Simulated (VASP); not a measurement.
# Ge (C2/c) in VASP: single point with LDA

Aim: the single point of Ge with LDA.

Everything below comes from runs of VASP 6.6.1. Logs are shortened: lines on timing, memory, paths and dates and some standing lists are left out, and cuts for length are marked.

## (1) The cell of the first run

Symmetry: C2/c, No. 15, monoclinic system. Conventional cell: a = 5.556 Å, b = 5.556 Å, c = 3.999 Å, α = 90.00°, β = 134.00°, γ = 90.00°. Ge (site symmetry 2) has 4 Ge at 2.35 to 2.53 Å within 3.1 Å.

## (2) Single point, LDA (atoms displaced along a vibrational mode, the cell strained)

Input file INCAR:

```
SYSTEM = Ge
PREC     = Accurate       ! precision mode
ENCUT    = 520            ! plane-wave cutoff, eV
EDIFF    = 1E-6           ! SCF threshold, eV
ISMEAR   = 0              ! smearing method
SIGMA    = 0.15           ! smearing width, eV
LREAL    = .FALSE.        ! projectors in reciprocal space
LASPH    = .TRUE.         ! aspherical terms in the spheres
NELM     = 80             ! most SCF steps
ALGO     = Normal         ! electronic algorithm
ISIF     = 2              ! what is computed and relaxed
LWAVE    = .FALSE.        ! write WAVECAR
LCHARG   = .FALSE.        ! write CHGCAR
GGA      = CA             ! functional
NBANDS   = 21             ! bands
```

Input file KPOINTS:

```
Automatic mesh
0
G
  14 14 14
  0 0 0
```

Input file POSCAR:

```
Ge
1.0
    0.0000000000      2.7779676512      2.8762020514
    2.7779676512      0.0000000000      2.8762020514
    2.7779676512      2.7779676512      0.0000000000
Ge
2
Direct
    0.5145870489      0.4854129511      0.4854129511
    0.7354129511      0.7645870489      0.7645870489
```

Potentials or basis: VASP PAW LDA potentials, release 64 (Ge_d).

On the command line:

```sh
> cat potpaw_LDA.64/Ge_d/POTCAR > POTCAR
> mpirun -np 1 vasp_std > vasp.out
```

OUTCAR:

```text
SYSTEM = Ge
   PREC = Accurate
   ENCUT = 520
   EDIFF = 1E-6
   ISMEAR = 0
   LREAL = .FALSE.
   LASPH = .TRUE.
   NELM = 80
   ISIF = 2
   GGA = CA

 ion  position               nearest neighbor table
   1  0.515  0.485  0.485-   2 2.35   2 2.35   2 2.53   2 2.53
   2  0.735  0.765  0.765-   1 2.35   1 2.35   1 2.53   1 2.53

  LATTYP: Found a body centered tetragonal cell.
 ALAT       =     3.9286395282
 C/A-ratio  =     1.4642229356

  Lattice vectors:

 A1 = (  -2.7779676512,   0.0000000000,   2.8762020514)
 A2 = (   2.7779676512,   0.0000000000,   2.8762020514)
 A3 = (   0.0000000000,   2.7779676512,  -2.8762020514)

Analysis of symmetry for initial positions (statically):
=====================================================================
 Subroutine PRICEL returns:
 Original cell was already a primitive cell.

 Routine SETGRP: Setting up the symmetry group for a
 body centered tetragonal supercell.

 Subroutine GETGRP returns: Found  4 space group operations
 (whereof  2 operations were pure point group operations)
 out of a pool of 16 trial point group operations.

The static configuration has the point symmetry C_2 .
 The point group associated with its full space group is C_2h.

Analysis of symmetry for dynamics (positions and initial velocities):
=====================================================================
 Subroutine PRICEL returns:
 Original cell was already a primitive cell.

 Routine SETGRP: Setting up the symmetry group for a
 body centered tetragonal supercell.

 Subroutine GETGRP returns: Found  4 space group operations
 (whereof  2 operations were pure point group operations)
 out of a pool of 16 trial point group operations.

The dynamic configuration has the point symmetry C_2 .
 The point group associated with its full space group is C_2h.

 Subroutine INISYM returns: Found  4 space group operations
 (whereof  2 operations are pure point group operations),
 and found     1 'primitive' translations

----------------------------------------------------------------------------------------

                                     Primitive cell

  volume of cell :      44.3919

  direct lattice vectors                    reciprocal lattice vectors
     0.000000000  2.777967651  2.876202051    -0.179987697  0.179987697  0.173840360
     2.777967651  0.000000000  2.876202051     0.179987697 -0.179987697  0.173840360
     2.777967651  2.777967651  0.000000000     0.179987697  0.179987697 -0.173840360

  length of vectors
     3.998705104  3.998705104  3.928639528     0.308239538  0.308239538  0.308239538

  position of ions in fractional coordinates (direct lattice)
     0.514587049  0.485412951  0.485412951
     0.735412951  0.764587049  0.764587049

  ion indices of the primitive-cell ions
   primitive index   ion index
                 1           1
                 2           2

----------------------------------------------------------------------------------------

 KPOINTS: Automatic mesh

Automatic generation of k-mesh.
 Grid dimensions read from file:
 generate k-points for:   14   14   14

 Generating k-lattice:

  Cartesian coordinates                     Fractional coordinates (reciprocal lattice)
    -0.012856264  0.012856264  0.012417169     0.071428571 -0.000000000  0.000000000
     0.012856264 -0.012856264  0.012417169    -0.000000000  0.071428571  0.000000000
     0.012856264  0.012856264 -0.012417169     0.000000000  0.000000000  0.071428571

  Length of vectors
     0.022017110  0.022017110  0.022017110

  Shift w.r.t. Gamma in fractional coordinates (k-lattice)
     0.000000000  0.000000000  0.000000000

 Subroutine IBZKPT returns following result:
 ===========================================

 Found    744 irreducible k-points:

 Following reciprocal coordinates:
            Coordinates               Weight
  0.000000  0.000000  0.000000      1.000000
  0.071429 -0.000000  0.000000      4.000000
  0.000000  0.000000 -0.071429      4.000000
  0.142857  0.000000  0.000000      4.000000
  0.000000  0.000000 -0.142857      4.000000
  0.214286 -0.000000  0.000000      4.000000
[... 16 lines left out ...]
  0.357143  0.071429  0.000000      4.000000
  0.071429  0.071429 -0.285714      4.000000
 [... further k-points ...]
   k-points           NKPTS =    744   k-points in BZ     NKDIM =    744   number of bands    NBANDS=     21
   number of dos      NEDOS =    301   number of ions     NIONS =      2
   total plane-waves  NPLWV =  27000
   dimension x,y,z NGX =    30 NGY =   30 NGZ =   30
   dimension x,y,z NGXF=    60 NGYF=   60 NGZF=   60
   ions per type =               2
   NGX,Y,Z   is equivalent  to a cutoff of  12.47, 12.47, 12.69 a.u.
   NGXF,Y,Z  is equivalent  to a cutoff of  24.94, 24.94, 25.39 a.u.
 SYSTEM =  Ge
   PREC   = accura    normal or accurate (medium, high low for compatibility)
   ISTART =      0    job   : 0-new  1-cont  2-samecut
   ICHARG =      2    charge: 1-file 2-atom 10-const
   ISPIN  =      1    spin polarized calculation?
   LNONCOLLINEAR =      F non collinear calculations
   LSORBIT =      F    spin-orbit coupling
   LASPH  =      T    aspherical Exc in radial PAW
   ENCUT  =  520.0 eV  38.22 Ry    6.18 a.u.   7.43  7.43  7.30*2*pi/ulx,y,z
   NELM   =     80;   NELMIN=  2; NELMDL= -5     # of ELM steps
   EDIFF  = 0.1E-05   stopping-criterion for ELM
   LREAL  =      F    real-space projection
   EDIFFG = 0.1E-04   stopping-criterion for IOM
   NSW    =      0    number of steps for IOM
   IBRION =     -1    ionic relax: 0-MD 1-quasi-New 2-CG
   NFREE  =      0    steps in history (QN), initial steepest desc. (CG)
   ISIF   =      2    stress and relaxation
   ISYM   =      2    0-nonsym 1-usesym 2-fastsym
   POTIM  = 0.5000    time-step for ionic-motion
   TEBEG  =    0.0;   TEEND  =   0.0 temperature during run
   PSTRESS=    0.0 pullay stress
   NELECT =      28.0000    total number of electrons
   NUPDOWN=      -1.0000    fix difference up-down
   EMIN   =  10.00;   EMAX   =-10.00  energy-range for DOS
   EFERMI =   0.00;   METHOD = LEGACY
   ISMEAR =     0;   SIGMA  =   0.15  broadening in eV -4-tet -1-fermi 0-gaus
   EFERMI_NEDOS =   21; number of points for ismear=-14 and -15
   IALGO  =     38    algorithm
   IMIX   =      4    mixing-type and parameters
     AMIX     =   0.40;   BMIX     =  1.00
     AMIX_MAG =   1.60;   BMIX_MAG =  1.00
  volume/ion in A,a.u.               =      22.20       149.79
  Fermi-wavevector in a.u.,A,eV,Ry     =   1.403976  2.653129 26.819093  1.971148
  Thomas-Fermi vector in A             =   2.526584
   LORBIT       =      0    0 simple, 1 ext, 2 COOP (PROOUT), +10 PAW based schemes
   GGA     = CA    functional components
   LHFCALC =     F    Hartree Fock is set to
   AEXX    =    0.0000 exact exchange contribution
   IVDW    =     0    specifies the selected vdW correction
   LEPSILON=     F    determine dielectric tensor
   LRPA    =     F    only Hartree local field effects (RPA)
 non-spin polarized calculation
 Gauss-broadening in eV      SIGMA  =   0.15
  energy-cutoff  :      520.00
  volume of cell :       44.39
 maximum number of plane-waves:      1223
 NGX is ok and might be reduce to    30
   NGX = 15   NGY = 15   NGZ = 15

 number of electron      28.0000014 magnetization

 Free energy of the ion-electron system (eV)
  ---------------------------------------------------
  ext. energy  EPLUGINS =         0.00000000
  ---------------------------------------------------
  free energy    TOTEN  =       -10.23811083 eV

  energy without entropy =      -10.23672315  energy(sigma->0) =      -10.23741699

 E-fermi :   5.0740     XC(G=0): -10.3861

 val. band max:        5.0321395293   @ k =  -0.0714   0.0000   0.0714
 cond. band min:       5.0806832173   @ k =   0.0000   0.0000   0.0000
 fundamental gap:      0.0485436880
 Fermi energy:         5.0739843999

 k-point     1 :       0.0000    0.0000    0.0000
  band No.  band energies     occupation
      1     -20.1143      2.00000
      2     -20.1068      2.00000
      3     -20.0560      2.00000
      4     -20.0449      2.00000
      5     -20.0415      2.00000
      6     -19.8477      2.00000
[... 13 lines left out ...]
     20      14.1250      0.00000
     21      14.9129      0.00000

 k-point     2 :       0.0714   -0.0000    0.0000
  band No.  band energies     occupation
      1     -20.1160      2.00000
      2     -20.1071      2.00000
      3     -20.0538      2.00000
      4     -20.0437      2.00000
      5     -20.0390      2.00000
      6     -19.8489      2.00000
[... 13 lines left out ...]
     20      13.7022      0.00000
     21      14.3541      0.00000

 k-point     3 :       0.0000    0.0000   -0.0714
  band No.  band energies     occupation
      1     -20.1191      2.00000
      2     -20.1090      2.00000
      3     -20.0637      2.00000
      4     -20.0357      2.00000
      5     -20.0349      2.00000
      6     -19.8506      2.00000
[... 13 lines left out ...]
     20      13.5856      0.00000
     21      14.3005      0.00000

 k-point     4 :       0.1429    0.0000    0.0000
  band No.  band energies     occupation
      1     -20.1199      2.00000
      2     -20.1075      2.00000
      3     -20.0485      2.00000
      4     -20.0398      2.00000
      5     -20.0328      2.00000
      6     -19.8526      2.00000
[... 13 lines left out ...]
     20      13.2884      0.00000
     21      13.7932      0.00000

 k-point     5 :       0.0000    0.0000   -0.1429
  band No.  band energies     occupation
      1     -20.1306      2.00000
      2     -20.1135      2.00000
      3     -20.0723      2.00000
      4     -20.0219      2.00000
      5     -20.0214      2.00000
      6     -19.8574      2.00000
[... 13 lines left out ...]
     20      13.0674      0.00000
     21      13.6159      0.00000

 k-point     6 :       0.2143   -0.0000    0.0000
  band No.  band energies     occupation
      1     -20.1242      2.00000
      2     -20.1074      2.00000
      3     -20.0424      2.00000
      4     -20.0336      2.00000
      5     -20.0244      2.00000
      6     -19.8589      2.00000
[... 13 lines left out ...]
     20      13.2566      0.00000
     21      13.6147      0.00000

 k-point     7 :       0.0000    0.0000   -0.2143
  band No.  band energies     occupation
      1     -20.1427      2.00000
      2     -20.1195      2.00000
      3     -20.0781      2.00000
      4     -20.0090      2.00000
      5     -20.0081      2.00000
      6     -19.8648      2.00000
[... 13 lines left out ...]
     20      12.9409      0.00000
     21      13.3066      0.00000
[... 291 lines left out ...]
      1     -20.1403      2.00000
      2     -20.1242      2.00000
      3     -20.0803      2.00000
      4     -20.0121      2.00000
      5     -20.0005      2.00000
      6     -19.8783      2.00000
[... 13 lines left out ...]
     20      13.1267      0.00000
     21      14.0012      0.00000

 k-point    21 :       0.2857    0.0714    0.0000
  band No.  band energies     occupation
      1     -20.1325      2.00000
      2     -20.1097      2.00000
      3     -20.0475      2.00000
      4     -20.0167      2.00000
      5     -20.0099      2.00000
      6     -19.8819      2.00000
[... 13 lines left out ...]
     20      13.5569      0.00000
     21      14.4297      0.00000

 k-point    22 :       0.0714    0.0714   -0.2143
  band No.  band energies     occupation
      1     -20.1499      2.00000
      2     -20.1321      2.00000
      3     -20.0834      2.00000
      4     -20.0015      2.00000
      5     -19.9894      2.00000
      6     -19.8850      2.00000
[... 13 lines left out ...]
     20      13.3694      0.00000
     21      13.9600      0.00000

 k-point    23 :       0.3571    0.0714    0.0000
  band No.  band energies     occupation
      1     -20.1354      2.00000
      2     -20.1090      2.00000
      3     -20.0401      2.00000
      4     -20.0083      2.00000
      5     -20.0046      2.00000
      6     -19.8887      2.00000
[... 13 lines left out ...]
     20      13.9370      0.00000
     21      14.9768      0.00000

 k-point    24 :       0.0714    0.0714   -0.2857
  band No.  band energies     occupation
      1     -20.1572      2.00000
      2     -20.1384      2.00000
      3     -20.0832      2.00000
      4     -19.9945      2.00000
      5     -19.9842      2.00000
      6     -19.8861      2.00000
[... 13 lines left out ...]
     20      13.5558      0.00000
     21      14.4273      0.00000

 [... further k-points ...]
[... 5 lines left out ...]
  --------------------------------------------------------------------------------------
  -------------------------------------------------------------------------------------
  Total        0.2826626      0.6583459     -0.0519358      0.0000000     -1.4958124      0.0000000
  in kB       10.2017614     23.7607943     -1.8744503      0.0000000    -53.9863475      0.0000000
  external PRESSURE =      10.6960351 kB  Pullay stress =       0.0000000 kB

 VOLUME and BASIS-vectors are now :
 -----------------------------------------------------------------------------
  energy-cutoff  :      520.00
  volume of cell :       44.39
      direct lattice vectors                 reciprocal lattice vectors
     0.000000000  2.777967651  2.876202051    -0.179987697  0.179987697  0.173840360
     2.777967651  0.000000000  2.876202051     0.179987697 -0.179987697  0.173840360
     2.777967651  2.777967651  0.000000000     0.179987697  0.179987697 -0.173840360

 POSITION                                       TOTAL-FORCE (eV/Angst)
 -----------------------------------------------------------------------------------
      2.69692      2.77797      2.87620         1.756946     -0.000000     -0.000000
      4.24800      4.16695      4.31430        -1.756946      0.000000      0.000000
 -----------------------------------------------------------------------------------
    total drift:                               -0.000000     -0.000000     -0.000000

  FREE ENERGIE OF THE ION-ELECTRON SYSTEM (eV)
  ---------------------------------------------------
  free  energy   TOTEN  =       -10.2381108264 eV

  energy  without entropy=      -10.2367231539  energy(sigma->0) =      -10.23741699
```

It took 3.4 min on 1 thread of Intel Xeon 6975P-C (Granite Rapids), shared host; peak memory 0.58 GiB.

Results:

- Free energy: -10.2381 eV
- Pressure: 1.1 GPa
- Largest force: 1.757 eV/Å
- Band gap on the k mesh: zero (bands 14 and 15 overlap by 0.69 eV)

Forces in eV/Å, atoms in the order of the input:
```
Ge   1.757  0.000  0.000
Ge  -1.757  0.000  0.000
```

Stress tensor (GPa, compression positive):
```
 1.02  0.00  0.00
 0.00  2.38 -5.40
 0.00 -5.40 -0.19
```

Levels at points of the mesh, in eV from the Fermi level:
```csv
k point,band 11,band 12,band 13,band 14,band 15,band 16,band 17,band 18
"(0.00, 0.00, 0.00)",-13.14,-0.98,-0.14,0.01,0.57,1.83,2.25,3.01
"(0.50, 0.00, 0.00)",-11.20,-7.43,-2.17,-1.08,-0.31,2.92,3.98,6.68
"(0.00, 0.00, 0.50)",-10.81,-8.36,-1.84,-1.21,0.17,3.08,4.34,6.95
"(0.50, 0.50, 0.00)",-9.32,-9.32,-3.09,-3.09,0.63,0.63,9.44,9.44
"(0.50, 0.00, 0.50)",-9.15,-9.15,-3.33,-3.33,0.35,0.35,9.39,9.39
"(0.00, 0.50, 0.50)",-9.66,-8.52,-3.65,-3.18,-0.09,0.85,8.98,9.76
```

Caveat: the cell differs from its parent crystal (atoms displaced along a vibrational mode, the cell strained); semilocal functionals underestimate gaps, so a narrow gap can read as zero; forces of over 1 eV/Å act on the atoms, so gaps and moduli don't describe the material at rest.
